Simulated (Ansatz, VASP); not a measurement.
## Two plane-wave programs on SiN

```
Si N
1.0
     3.05929    0.00000    0.00000
    -1.52964    2.64942    0.00000
     0.00000    0.00000    6.86919
Si N
2 2
Direct
  0.33333 0.66667 0.75000
  0.66667 0.33333 0.25000
  0.33333 0.66667 0.25000
  0.66667 0.33333 0.75000
```

Change from the starting cell: species swapped into the BN type (P6_3/mmc, No. 194).

Alike in both runs: task relaxation of cell and atoms; functional PBE; k mesh 18 × 18 × 8; occupations gaussian, width 0.1 eV; no spin polarisation.

```csv
,VASP,Ansatz
version,VASP 6.6.1,Ansatz 0.2.0
potentials or method,"VASP PAW PBE potentials, release 64 (Si, N), cutoff 600 eV","scalar-relativistic, plane waves, PAW"
valence electrons in the cell,18,18
```

|  | VASP | Ansatz | Ansatz less VASP |
| --- | --- | --- | --- |
| gap on the k mesh at the Fermi level, each at its own relaxed structure (eV) | none | none | - |
| relaxed volume (Å³/atom) | 14.00 | 14.15 | +0.153 |
| relaxed length of the cell vector where the two differ most in proportion (Å) | 6.921 | 6.983 | +0.0618 |

A gap of «none» marks a metal or a gap that the smearing closes.
